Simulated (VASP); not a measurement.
CdS (Hawleyite): single point with PBEsol

The system is CdS (Hawleyite).

```xyz
2
Lattice="0.0000 2.8771 2.8771 2.8771 0.0000 2.8771 2.8771 2.8771 0.0000" Properties=species:S:1:pos:R:3 pbc="T T T"
Cd    0.0000    0.0000    0.0000
S     4.3156    4.3156    4.3156
```

| Quantity | Value |
| --- | --- |
| Program | VASP 6.6.1 |
| Task | single point |
| Functional | PBEsol |
| Potentials or basis | VASP PAW PBE potentials, release 64 (Cd, S) |
| Cutoff | 520 eV |
| k mesh | 8 × 8 × 8 |
| Occupations | fermi-dirac, width 0.05 eV |
| Spin | no spin polarisation |

The pressure is 2.9 GPa and the band gap on the k mesh is 1.09 eV, direct.

Levels at points of the mesh, in eV from the valence-band top:
```tsv
k point	band 7	band 8	band 9	band 10	band 11	band 12
(0.00, 0.00, 0.00)	0.00	0.00	0.00	1.09	6.43	6.43
(0.50, 0.00, 0.00)	-4.74	-0.83	-0.83	2.94	6.91	6.91
(0.50, 0.50, 0.00)	-4.20	-2.06	-2.06	3.32	4.29	9.26
```

Wall time 9.4 s on 1 thread of Intel(R) Xeon(R) 6975P-C (Granite Rapids), on a shared host, peak memory 0.17 GiB.

Caveat: the PAW data sets were made with another functional, which shifts forces and pressure a little.
